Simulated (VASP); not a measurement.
# LiMg12 (a cell with a defect) in VASP: notebook

LiMg12 (a cell with a defect) is run at these levels: PBEsol; tasks: single point.

All numbers are computed with VASP 6.6.1; they aren't measurements. Logs are shortened: lines on timing, memory, paths and dates and some standing lists are left out, and cuts for length are marked.

### Step 1. The cell of the first run

The cell holds a defect, 13 atoms: a = 6.420 Å, b = 9.630 Å, c = 5.213 Å, α = 90.00°, β = 90.00°, γ = 120.00°.

### Step 2. Single point, PBEsol

INCAR reads:

```
ALGO = Normal
EDIFF = 1E-6
ENCUT = 520
GGA = PS
ISIF = 2
ISMEAR = 0
LASPH = True
LCHARG = False
LREAL = False
LWAVE = False
NBANDS = 26
NELM = 80
PREC = Accurate
SIGMA = 0.15
```

KPOINTS reads:

```
k-points
0
Gamma
  3 2 3
```

POSCAR reads:

```
LiMg12
1.0
    6.4200000000      0.0000000000      0.0000000000
   -4.8150000000      8.3398250000      0.0000000000
    0.0000000000      0.0000000000      5.2130400000
Mg Li
12 1
Direct
    0.0022320364      0.0035855467      0.0266019493
    0.1704164766      0.2246954490      0.4828257963
    0.0855500636      0.3706652670     -0.0198039376
    0.1883816630      0.5803579629      0.4850384951
   -0.0325292913      0.6385036586     -0.0034208093
    0.1922460879      0.9061876833      0.5941155534
    0.4109986319     -0.0634841073      0.1214990847
    0.7052624133      0.2571286432      0.3888018245
    0.5091866294      0.3100642205     -0.0711821172
    0.6568130731      0.5530744146      0.4800231281
    0.5258792193      0.6804323088     -0.0215467072
    0.6969723975      0.8792051817      0.4986298545
    0.7154215995      0.1097452712      0.7972685856
```

Potentials or basis: VASP PAW PBE potentials, release 64 (Mg, Li_sv).

On the command line:

```
cat potpaw_PBE.64/Mg/POTCAR potpaw_PBE.64/Li_sv/POTCAR > POTCAR
mpirun -np 1 vasp_std > vasp.out
```

OUTCAR:

```text
EDIFF = 1E-6
   ENCUT = 520
   GGA = PS
   ISIF = 2
   ISMEAR = 0
   LASPH = True
   LREAL = False
   NELM = 80
   PREC = Accurate

 ion  position               nearest neighbor table
   1  0.002  0.004  0.027-  13 2.78   6 2.93  12 3.00   2 3.01   7 3.04  11 3.10   9 3.16  12 3.24
                             3 3.31   2 3.38   5 3.41   6 3.50   7 3.55
   2  0.170  0.225  0.483-   9 3.00   1 3.01  13 3.04   3 3.12  10 3.14   3 3.15   8 3.19   6 3.19
                            12 3.19   8 3.33   4 3.37   1 3.38   9 3.46
   3  0.086  0.371  0.980-  13 2.63  11 2.91   8 3.00   5 3.03   9 3.07   2 3.12   4 3.14   2 3.15
                             4 3.18   1 3.31   9 3.46
   4  0.188  0.580  0.485-  12 3.09   5 3.10   3 3.14  10 3.15   8 3.15   6 3.18   3 3.18  11 3.19
                             5 3.20  11 3.24  10 3.29   2 3.37   7 3.53
   5  0.967  0.639  0.997-   7 2.93   3 3.03  11 3.06  10 3.06   6 3.07   9 3.08   4 3.10   4 3.20
                            10 3.20  11 3.40   1 3.41
   6  0.192  0.906  0.594-   7 2.78   1 2.93   7 3.03   5 3.07  12 3.10  13 3.11   4 3.18   2 3.19
                            12 3.41  10 3.47   1 3.50   8 3.50
   7  0.411  0.937  0.121-  13 2.49   6 2.78  12 2.92   5 2.93  11 3.00   6 3.03   8 3.03   1 3.04
                             9 3.48   4 3.53   1 3.55
   8  0.705  0.257  0.389-  13 2.58   9 2.87   3 3.00   7 3.03  10 3.05   4 3.15   2 3.19   9 3.23
                             2 3.33   6 3.50
   9  0.509  0.310  0.929-   8 2.87  13 2.92   2 3.00   3 3.07   5 3.08  10 3.10   1 3.16   8 3.23
                             3 3.46   2 3.46   7 3.48  10 3.52  11 3.52
  10  0.657  0.553  0.480-  12 3.02   8 3.05   5 3.06   9 3.10   2 3.14   4 3.15  11 3.16  11 3.17
                             5 3.20   4 3.29   6 3.47   9 3.52
  11  0.526  0.680  0.978-   3 2.91   7 3.00  12 3.00   5 3.06   1 3.10  10 3.16  10 3.17  12 3.18
                             4 3.19   4 3.24   5 3.40   9 3.52
  12  0.697  0.879  0.499-  13 2.67   7 2.92   1 3.00  11 3.00  10 3.02   4 3.09   6 3.10  11 3.18
                             2 3.19   1 3.24   6 3.41
  13  0.715  0.110  0.797-   7 2.49   8 2.58   3 2.63  12 2.67   1 2.78   9 2.92   2 3.04   6 3.11

  LATTYP: Found a simple monoclinic cell.
 ALAT       =     6.4200000000
 B/A-ratio  =     0.8120000000
 C/A-ratio  =     1.3228757108
 COS(beta)  =    -0.1889822286

  Lattice vectors:

 A1 = (   6.4200000000,   0.0000000000,   0.0000000000)
 A2 = (   0.0000000000,   0.0000000000,   5.2130400000)
 A3 = (  -1.6050000000,  -8.3398250000,   0.0000000000)

Analysis of symmetry for initial positions (statically):
=====================================================================
 Subroutine PRICEL returns:
 Original cell was already a primitive cell.

 Routine SETGRP: Setting up the symmetry group for a
 simple monoclinic supercell.

 Subroutine GETGRP returns: Found  1 space group operations
 (whereof  1 operations were pure point group operations)
 out of a pool of  4 trial point group operations.

The static configuration has the point symmetry C_1 .

Analysis of symmetry for dynamics (positions and initial velocities):
=====================================================================
 Subroutine PRICEL returns:
 Original cell was already a primitive cell.

 Routine SETGRP: Setting up the symmetry group for a
 simple monoclinic supercell.

 Subroutine GETGRP returns: Found  1 space group operations
 (whereof  1 operations were pure point group operations)
 out of a pool of  4 trial point group operations.

The dynamic configuration has the point symmetry C_1 .

 Subroutine INISYM returns: Found  1 space group operations
 (whereof  1 operations are pure point group operations),
 and found     1 'primitive' translations

----------------------------------------------------------------------------------------

                                     Primitive cell

  volume of cell :     279.1149

  direct lattice vectors                    reciprocal lattice vectors
     6.420000000  0.000000000  0.000000000     0.155763240  0.089929945  0.000000000
    -4.815000000  8.339825000  0.000000000     0.000000000  0.119906593  0.000000000
     0.000000000  0.000000000  5.213040000     0.000000000  0.000000000  0.191826650

  length of vectors
     6.420000000  9.630000313  5.213040000     0.179859895  0.119906593  0.191826650
[... 69 lines left out ...]
|                                                                             |
 -----------------------------------------------------------------------------

 Subroutine IBZKPT returns following result:
 ===========================================

 Found     10 irreducible k-points:

 Following reciprocal coordinates:
            Coordinates               Weight
  0.000000  0.000000  0.000000      1.000000
  0.333333  0.000000  0.000000      2.000000
  0.000000  0.500000  0.000000      1.000000
  0.333333  0.500000  0.000000      2.000000
  0.000000  0.000000  0.333333      2.000000
  0.333333  0.000000  0.333333      2.000000
 -0.333333  0.000000  0.333333      2.000000
  0.000000  0.500000  0.333333      2.000000
  0.333333  0.500000  0.333333      2.000000
 -0.333333  0.500000  0.333333      2.000000
   k-points           NKPTS =     10   k-points in BZ     NKDIM =     10   number of bands    NBANDS=     26
   number of dos      NEDOS =    301   number of ions     NIONS =     13
   total plane-waves  NPLWV = 138240
   dimension x,y,z NGX =    48 NGY =   72 NGZ =   40
   dimension x,y,z NGXF=    96 NGYF=  144 NGZF=   80
   ions per type =              12   1
   NGX,Y,Z   is equivalent  to a cutoff of  12.43, 12.43, 12.76 a.u.
   NGXF,Y,Z  is equivalent  to a cutoff of  24.86, 24.86, 25.51 a.u.
 SYSTEM =  unknown system
   PREC   = accura    normal or accurate (medium, high low for compatibility)
   ISTART =      0    job   : 0-new  1-cont  2-samecut
   ICHARG =      2    charge: 1-file 2-atom 10-const
   ISPIN  =      1    spin polarized calculation?
   LNONCOLLINEAR =      F non collinear calculations
   LSORBIT =      F    spin-orbit coupling
   LASPH  =      T    aspherical Exc in radial PAW
   ENCUT  =  520.0 eV  38.22 Ry    6.18 a.u.  11.94 17.91  9.69*2*pi/ulx,y,z
   NELM   =     80;   NELMIN=  2; NELMDL= -5     # of ELM steps
   EDIFF  = 0.1E-05   stopping-criterion for ELM
   LREAL  =      F    real-space projection
   EDIFFG = 0.1E-04   stopping-criterion for IOM
   NSW    =      0    number of steps for IOM
   IBRION =     -1    ionic relax: 0-MD 1-quasi-New 2-CG
   NFREE  =      0    steps in history (QN), initial steepest desc. (CG)
   ISIF   =      2    stress and relaxation
   ISYM   =      2    0-nonsym 1-usesym 2-fastsym
   POTIM  = 0.5000    time-step for ionic-motion
   TEBEG  =    0.0;   TEEND  =   0.0 temperature during run
   PSTRESS=    0.0 pullay stress
   NELECT =      27.0000    total number of electrons
   NUPDOWN=      -1.0000    fix difference up-down
   EMIN   =  10.00;   EMAX   =-10.00  energy-range for DOS
   EFERMI =   0.00;   METHOD = LEGACY
   ISMEAR =     0;   SIGMA  =   0.15  broadening in eV -4-tet -1-fermi 0-gaus
   EFERMI_NEDOS =   21; number of points for ismear=-14 and -15
   IALGO  =     38    algorithm
   IMIX   =      4    mixing-type and parameters
     AMIX     =   0.40;   BMIX     =  1.00
     AMIX_MAG =   1.60;   BMIX_MAG =  1.00
  volume/ion in A,a.u.               =      21.47       144.89
  Fermi-wavevector in a.u.,A,eV,Ry     =   0.751511  1.420149  7.684136  0.564768
  Thomas-Fermi vector in A             =   1.848508
   LORBIT       =      0    0 simple, 1 ext, 2 COOP (PROOUT), +10 PAW based schemes
   GGA     = PS    functional components
   LHFCALC =     F    Hartree Fock is set to
   AEXX    =    0.0000 exact exchange contribution
   IVDW    =     0    specifies the selected vdW correction
   LEPSILON=     F    determine dielectric tensor
   LRPA    =     F    only Hartree local field effects (RPA)
 non-spin polarized calculation
 Gauss-broadening in eV      SIGMA  =   0.15
  energy-cutoff  :      520.00
  volume of cell :      279.11
 maximum number of plane-waves:      7549
   NGX = 23   NGY = 35   NGZ = 19

 number of electron      27.0000001 magnetization

 Free energy of the ion-electron system (eV)
  ---------------------------------------------------
  ext. energy  EPLUGINS =         0.00000000
  ---------------------------------------------------
  free energy    TOTEN  =       -21.00127193 eV

  energy without entropy =      -20.91552507  energy(sigma->0) =      -20.95839850

 E-fermi :   2.6888     XC(G=0):  -8.6173

 val. band max:        2.6673877080   @ k =   0.0000   0.5000   0.0000
 cond. band min:       2.6892832769   @ k =   0.3333   0.0000   0.0000
 fundamental gap:      0.0218955688
 Fermi energy:         2.6888488457

 k-point     1 :       0.0000    0.0000    0.0000
  band No.  band energies     occupation
      1     -43.0714      2.00000
      2      -4.2312      2.00000
      3      -2.2200      2.00000
      4      -2.0065      2.00000
      5      -0.6589      2.00000
      6      -0.4655      2.00000
[... 269 lines left out ...]
     24       6.3556      0.00000
     25       6.6050      0.00000
 [bands above 25 left out]

------------------------ aborting loop because EDIFF is reached ----------------------------------------

  FORCE on cell =-STRESS in cart. coord.  units (eV):
  Direction    XX          YY          ZZ          XY          YZ          ZX
  --------------------------------------------------------------------------------------
  -------------------------------------------------------------------------------------
  Total        1.9420036      3.4768803      5.0830032      0.6038114     -1.3314576     -0.3007929
  in kB       11.1475027     19.9580127     29.1774911      3.4660027     -7.6428425     -1.7266135
  external PRESSURE =      20.0943355 kB  Pullay stress =       0.0000000 kB

 VOLUME and BASIS-vectors are now :
 -----------------------------------------------------------------------------
  energy-cutoff  :      520.00
  volume of cell :      279.11
      direct lattice vectors                 reciprocal lattice vectors
     6.420000000  0.000000000  0.000000000     0.155763240  0.089929945  0.000000000
    -4.815000000  8.339825000  0.000000000     0.000000000  0.119906593  0.000000000
     0.000000000  0.000000000  5.213040000     0.000000000  0.000000000  0.191826650

 POSITION                                       TOTAL-FORCE (eV/Angst)
 -----------------------------------------------------------------------------------
     -0.00293      0.02990      0.13868        -0.002051      0.001343      0.006116
      0.01217      1.87392      2.51699        -0.007150     -0.005918      0.000632
     -1.23552      3.09128      5.10980         0.003483     -0.001512     -0.002837
     -1.58501      4.84008      2.52853        -0.001886      0.006493      0.001452
      3.13677      5.32501      5.19521        -0.002709     -0.003336     -0.001437
     -3.12907      7.55745      3.09715        -0.010743     -0.008227      0.003832
     -1.87071      7.81038      0.63338         0.014054      0.002266     -0.003176
      3.28971      2.14441      2.02684        -0.000585      0.000572     -0.006449
      1.77602      2.58588      4.84196        -0.002936      0.009338      0.005497
      1.55369      4.61254      2.50238         0.001020      0.002937     -0.000443
      0.09986      5.67469      5.10072         0.001454     -0.005331     -0.000294
      0.24119      7.33242      2.59938         0.003748      0.002442     -0.005089
      4.06458      0.91526      4.15619         0.004299     -0.001067      0.002197
 -----------------------------------------------------------------------------------
    total drift:                                0.000684      0.000607     -0.000301

  FREE ENERGIE OF THE ION-ELECTRON SYSTEM (eV)
  ---------------------------------------------------
  free  energy   TOTEN  =       -21.0012719275 eV

  energy  without entropy=      -20.9155250684  energy(sigma->0) =      -20.95839850
```

Wall time 65 s (1 thread of Intel Xeon Platinum 8375C at 2.90GHz (Ice Lake), shared host); peak memory 0.36 GiB.

What came out:

```
Free energy   : -21.0013 eV
Largest force : 0.015 eV/Å
```

Forces on the atoms (eV/Å):
```
Mg  -0.002  0.001  0.006
Mg  -0.007 -0.006  0.001
Mg   0.003 -0.002 -0.003
Mg  -0.002  0.006  0.001
Mg  -0.003 -0.003 -0.001
Mg  -0.011 -0.008  0.004
Mg   0.014  0.002 -0.003
Mg  -0.001  0.001 -0.006
Mg  -0.003  0.009  0.005
Mg   0.001  0.003  0.000
Mg   0.001 -0.005  0.000
Mg   0.004  0.002 -0.005
Li   0.004 -0.001  0.002
```

Caveat: the k points lie up to 0.40 Å⁻¹ apart; the cutoff is under 1.25 times the usual one of these potentials, so pressure, stress and relaxed cells hold a basis-set (Pulay) error; the PAW data sets were made with another functional, which shifts forces and pressure a little.

### Step 3. Single point, PBEsol

INCAR reads:

```
PREC = Accurate
ENCUT = 520
EDIFF = 1E-6
ISMEAR = 0
SIGMA = 0.15
LREAL = False
LASPH = True
NELM = 100
ALGO = Normal
ISIF = 2
LWAVE = False
LCHARG = True
GGA = PS
LELF = True
LVHAR = True
NBANDS = 26
```

KPOINTS reads:

```
regular mesh
0
Gamma
  3 2 3
```

POSCAR reads:

```
LiMg12
1.0
    6.4200000000      0.0000000000      0.0000000000
   -4.8150000000      8.3398250000      0.0000000000
    0.0000000000      0.0000000000      5.2130400000
Mg Li
12 1
Direct
    0.0019494185      0.0027586034     -0.0283277501
    0.1681252679      0.2246547935      0.5164741968
    0.0856808005      0.3708852134      0.0181269046
    0.1869286277      0.5800955103      0.5152767512
   -0.0334201028      0.6378528071      0.0059317706
    0.1915769768      0.9069252103      0.4074632389
    0.4107105461     -0.0658740815     -0.1188299073
    0.7014024787      0.2548573495      0.6127505078
    0.5085653494      0.3102454884      0.0723565108
    0.6557037482      0.5525799641      0.5224417573
    0.5259591402      0.6791658460      0.0224407975
    0.6955069510      0.8792459960      0.5000940982
    0.7171444779      0.1110969696      0.2014442237
```

Potentials or basis: VASP PAW PBE potentials, release 64 (Mg, Li_sv).

On the command line:

```
cat potpaw_PBE.64/Mg/POTCAR potpaw_PBE.64/Li_sv/POTCAR > POTCAR
mpirun -np 1 vasp_std > vasp.out
```

Wall time 75 s (1 thread of Intel Xeon Platinum 8375C at 2.90GHz (Ice Lake), shared host); peak memory 0.36 GiB.

Results (log left out):

```
Free energy   : -21.0013 eV
Largest force : 0.011 eV/Å
```

Forces on the atoms (eV/Å):
```
Mg   0.002  0.002  0.001
Mg  -0.001 -0.001  0.001
Mg   0.001 -0.002  0.000
Mg   0.000 -0.001  0.000
Mg  -0.001  0.000 -0.001
Mg   0.000 -0.003  0.011
Mg  -0.001  0.003  0.001
Mg   0.006  0.001 -0.002
Mg  -0.004  0.005  0.000
Mg   0.001  0.003 -0.002
Mg   0.002 -0.001 -0.003
Mg   0.001 -0.001  0.001
Li  -0.006 -0.005 -0.006
```

Levels at points of the mesh, in eV from the Fermi level:
```tsv
k point	band 11	band 12	band 13	band 14	band 15	band 16
(0.00, 0.00, 0.00)	-0.39	-0.16	0.16	0.23	0.42	0.59
(0.00, 0.50, 0.00)	-1.12	-1.01	-0.79	-0.42	-0.02	1.55
```

Caveat: the k points lie up to 0.40 Å⁻¹ apart; the cutoff is under 1.25 times the usual one of these potentials, so pressure, stress and relaxed cells hold a basis-set (Pulay) error; the PAW data sets were made with another functional, which shifts forces and pressure a little.
